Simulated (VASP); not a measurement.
# Ga (I4/mmm) in VASP: notebook, part 2 of 2

VASP 6.6.1.

### 3 Single point, LDA

File INCAR:

```
PREC = Accurate ; ENCUT = 520
EDIFF = 1E-7 ; ISMEAR = -1
SIGMA = 0.05 ; LREAL = False
LASPH = True ; NELM = 80
ALGO = Normal ; ISIF = 2
LWAVE = False ; LCHARG = False
GGA = CA ; NBANDS = 12
```

File KPOINTS:

```
Automatic mesh
0
Gamma
  13 13 13
```

File POSCAR:

```
Ga
1.0
   -1.3843987196      1.3843987196      2.3112238365
    1.3843987196     -1.3843987196      2.3112238365
    1.3843987196      1.3843987196     -2.3112238365
Ga
1
Direct
    0.0000000000      0.0000000000      0.0000000000
```

Potentials or basis: VASP PAW LDA potentials, release 64 (Ga_d).

Started as:

```console
$ cat potpaw_LDA.64/Ga_d/POTCAR > POTCAR
$ mpirun -np 1 vasp_std > vasp.out
```

OUTCAR:

```text
PREC = Accurate
   ENCUT = 520
   EDIFF = 1E-7
   ISMEAR = -1
   LREAL = False
   LASPH = True
   NELM = 80
   ISIF = 2
   GGA = CA

 ion  position               nearest neighbor table
   1  0.000  0.000  0.000-

  LATTYP: Found a body centered tetragonal cell.
 ALAT       =     2.7687974392
 C/A-ratio  =     1.6694784557

  Lattice vectors:

 A1 = (  -1.3843987196,   1.3843987196,   2.3112238365)
 A2 = (   1.3843987196,  -1.3843987196,   2.3112238365)
 A3 = (   1.3843987196,   1.3843987196,  -2.3112238365)

Analysis of symmetry for initial positions (statically):
=====================================================================
 Subroutine PRICEL returns:
 Original cell was already a primitive cell.

 Routine SETGRP: Setting up the symmetry group for a
 body centered tetragonal supercell.

 Subroutine GETGRP returns: Found 16 space group operations
 (whereof 16 operations were pure point group operations)
 out of a pool of 16 trial point group operations.

The static configuration has the point symmetry D_4h.

Analysis of symmetry for dynamics (positions and initial velocities):
=====================================================================
 Subroutine PRICEL returns:
 Original cell was already a primitive cell.

 Routine SETGRP: Setting up the symmetry group for a
 body centered tetragonal supercell.

 Subroutine GETGRP returns: Found 16 space group operations
 (whereof 16 operations were pure point group operations)
 out of a pool of 16 trial point group operations.

The dynamic configuration has the point symmetry D_4h.

 Subroutine INISYM returns: Found 16 space group operations
 (whereof 16 operations are pure point group operations),
 and found     1 'primitive' translations

----------------------------------------------------------------------------------------

                                     Primitive cell

  volume of cell :      17.7184

  direct lattice vectors                    reciprocal lattice vectors
    -1.384398720  1.384398720  2.311223836     0.000000000  0.361167627  0.216335602
     1.384398720 -1.384398720  2.311223836     0.361167627  0.000000000  0.216335602
     1.384398720  1.384398720 -2.311223836     0.361167627  0.361167627  0.000000000

  length of vectors
     3.029005654  3.029005654  3.029005654     0.421002550  0.421002550  0.510768156

  position of ions in fractional coordinates (direct lattice)
     0.000000000  0.000000000  0.000000000

  ion indices of the primitive-cell ions
   primitive index   ion index
                 1           1

----------------------------------------------------------------------------------------

 KPOINTS: Automatic mesh

Automatic generation of k-mesh.
 Grid dimensions read from file:
 generate k-points for:   13   13   13

 Generating k-lattice:

  Cartesian coordinates                     Fractional coordinates (reciprocal lattice)
     0.000000000  0.027782125  0.016641200     0.076923077  0.000000000  0.000000000
     0.027782125  0.000000000  0.016641200     0.000000000  0.076923077  0.000000000
     0.027782125  0.027782125  0.000000000     0.000000000  0.000000000  0.076923077

  Length of vectors
     0.032384812  0.032384812  0.039289858

  Shift w.r.t. Gamma in fractional coordinates (k-lattice)
     0.000000000  0.000000000  0.000000000

 Subroutine IBZKPT returns following result:
 ===========================================

 Found    196 irreducible k-points:

 Following reciprocal coordinates:
            Coordinates               Weight
  0.000000  0.000000  0.000000      1.000000
  0.076923 -0.000000  0.000000      8.000000
  0.153846 -0.000000  0.000000      8.000000
  0.230769  0.000000  0.000000      8.000000
  0.307692 -0.000000  0.000000      8.000000
  0.384615  0.000000 -0.000000      8.000000
[... 16 lines left out ...]
  0.384615  0.153846  0.000000     16.000000
  0.461538  0.153846 -0.000000     16.000000
 [... further k-points ...]
   k-points           NKPTS =    196   k-points in BZ     NKDIM =    196   number of bands    NBANDS=     12
   number of dos      NEDOS =    301   number of ions     NIONS =      1
   total plane-waves  NPLWV =  13824
   dimension x,y,z NGX =    24 NGY =   24 NGZ =   24
   dimension x,y,z NGXF=    48 NGYF=   48 NGZF=   48
   ions per type =               1
   NGX,Y,Z   is equivalent  to a cutoff of  13.17, 13.17, 13.17 a.u.
   NGXF,Y,Z  is equivalent  to a cutoff of  26.34, 26.34, 26.34 a.u.
 SYSTEM =  unknown system
   PREC   = accura    normal or accurate (medium, high low for compatibility)
   ISTART =      0    job   : 0-new  1-cont  2-samecut
   ICHARG =      2    charge: 1-file 2-atom 10-const
   ISPIN  =      1    spin polarized calculation?
   LNONCOLLINEAR =      F non collinear calculations
   LSORBIT =      F    spin-orbit coupling
   LASPH  =      T    aspherical Exc in radial PAW
   ENCUT  =  520.0 eV  38.22 Ry    6.18 a.u.   5.63  5.63  5.63*2*pi/ulx,y,z
   NELM   =     80;   NELMIN=  2; NELMDL= -5     # of ELM steps
   EDIFF  = 0.1E-06   stopping-criterion for ELM
   LREAL  =      F    real-space projection
   EDIFFG = 0.1E-05   stopping-criterion for IOM
   NSW    =      0    number of steps for IOM
   IBRION =     -1    ionic relax: 0-MD 1-quasi-New 2-CG
   NFREE  =      0    steps in history (QN), initial steepest desc. (CG)
   ISIF   =      2    stress and relaxation
   ISYM   =      2    0-nonsym 1-usesym 2-fastsym
   POTIM  = 0.5000    time-step for ionic-motion
   TEBEG  =    0.0;   TEEND  =   0.0 temperature during run
   PSTRESS=    0.0 pullay stress
   NELECT =      13.0000    total number of electrons
   NUPDOWN=      -1.0000    fix difference up-down
   EMIN   =  10.00;   EMAX   =-10.00  energy-range for DOS
   EFERMI =   0.00;   METHOD = LEGACY
   ISMEAR =    -1;   SIGMA  =   0.05  broadening in eV -4-tet -1-fermi 0-gaus
   EFERMI_NEDOS =   21; number of points for ismear=-14 and -15
   IALGO  =     38    algorithm
   IMIX   =      4    mixing-type and parameters
     AMIX     =   0.40;   BMIX     =  1.00
     AMIX_MAG =   1.60;   BMIX_MAG =  1.00
  volume/ion in A,a.u.               =      17.72       119.57
  Fermi-wavevector in a.u.,A,eV,Ry     =   1.476549  2.790273 29.663375  2.180197
  Thomas-Fermi vector in A             =   2.591062
   LORBIT       =      0    0 simple, 1 ext, 2 COOP (PROOUT), +10 PAW based schemes
   GGA     = CA    functional components
   LHFCALC =     F    Hartree Fock is set to
   AEXX    =    0.0000 exact exchange contribution
   IVDW    =     0    specifies the selected vdW correction
   LEPSILON=     F    determine dielectric tensor
   LRPA    =     F    only Hartree local field effects (RPA)
 non-spin polarized calculation
  energy-cutoff  :      520.00
  volume of cell :       17.72
 maximum number of plane-waves:       487
   NGX = 11   NGY = 11   NGZ = 11

 number of electron      12.9999997 magnetization

 Free energy of the ion-electron system (eV)
  ---------------------------------------------------
  ext. energy  EPLUGINS =         0.00000000
  ---------------------------------------------------
  free energy    TOTEN  =        -3.56255590 eV

  energy without entropy =       -3.55947195  energy(sigma->0) =       -3.56101393

 E-fermi :   5.8222     XC(G=0): -11.6505

 val. band max:        5.8080457091   @ k =  -0.1538  -0.3846   0.0769
 cond. band min:       5.8728232147   @ k =  -0.3077  -0.3846   0.0769
 fundamental gap:      0.0647775056
 Fermi energy:         5.8221547026

 k-point     1 :       0.0000    0.0000    0.0000
  band No.  band energies     occupation
      1      -9.2956      2.00000
      2      -9.1368      2.00000
      3      -9.1005      2.00000
      4      -9.1005      2.00000
      5      -8.9365      2.00000
      6      -5.6423      2.00000
      7      18.3798      0.00000
      8      18.7399      0.00000
      9      18.7399      0.00000
     10      22.3053      0.00000
     11      22.6208      0.00000
     12      23.2563      0.00000

 k-point     2 :       0.0769   -0.0000    0.0000
  band No.  band energies     occupation
      1      -9.2850      2.00000
      2      -9.1338      2.00000
      3      -9.1036      2.00000
      4      -9.0940      2.00000
      5      -8.9421      2.00000
      6      -5.4816      2.00000
      7      16.8760      0.00000
      8      17.9002      0.00000
      9      18.6109      0.00000
     10      21.3275      0.00000
     11      22.4484      0.00000
     12      23.6721      0.00000
[... 316 lines left out ...]
 k-point    24 :       0.4615    0.1538   -0.0000
  band No.  band energies     occupation
      1      -9.2387      2.00000
      2      -9.1730      2.00000
      3      -9.1056      2.00000
      4      -8.9880      2.00000
      5      -8.8914      2.00000
      6       1.4525      2.00000
      7       2.3626      2.00000
      8      12.3199      0.00000
      9      14.1221      0.00000
     10      18.0683      0.00000
     11      20.4314      0.00000
     12      26.7116      0.00000

 [... further k-points ...]
[... 5 lines left out ...]
  --------------------------------------------------------------------------------------
  -------------------------------------------------------------------------------------
  Total       -0.2717138     -0.2717138     -0.2314986      0.0000000     -0.0000000      0.0000000
  in kB      -24.5695888    -24.5695888    -20.9331537      0.0000000     -0.0000000      0.0000000
  external PRESSURE =     -23.3574437 kB  Pullay stress =       0.0000000 kB

 VOLUME and BASIS-vectors are now :
 -----------------------------------------------------------------------------
  energy-cutoff  :      520.00
  volume of cell :       17.72
      direct lattice vectors                 reciprocal lattice vectors
    -1.384398720  1.384398720  2.311223836     0.000000000  0.361167627  0.216335602
     1.384398720 -1.384398720  2.311223836     0.361167627  0.000000000  0.216335602
     1.384398720  1.384398720 -2.311223836     0.361167627  0.361167627  0.000000000

 POSITION                                       TOTAL-FORCE (eV/Angst)
 -----------------------------------------------------------------------------------
      0.00000      0.00000      0.00000         0.000000      0.000000      0.000000
 -----------------------------------------------------------------------------------
    total drift:                                0.000000      0.000000      0.000000

  FREE ENERGIE OF THE ION-ELECTRON SYSTEM (eV)
  ---------------------------------------------------
  free  energy   TOTEN  =        -3.5625559000 eV

  energy  without entropy=       -3.5594719511  energy(sigma->0) =       -3.56101393
```

stdout:

```text
POSCAR found type information on POSCAR Ga
 POSCAR found :  1 types and       1 ions
 scaLAPACK will be used
 LDA part: xc-table for (Slater(with rela. corr.)+CA(PZ))
 , standard interpolation
 POSCAR, INCAR and KPOINTS ok, starting setup
 FFT: planning ... GRIDC
 FFT: planning ... GRID_SOFT
 FFT: planning ... GRID
 WAVECAR not read
 entering main loop
```

It took 24 s on 1 thread of Intel Xeon Platinum 8259CL at 2.50GHz (Skylake/Cascade Lake), shared host; peak memory 0.15 GiB.

Results:

```
Free energy : -3.5626 eV
Pressure    : -2.3 GPa
```
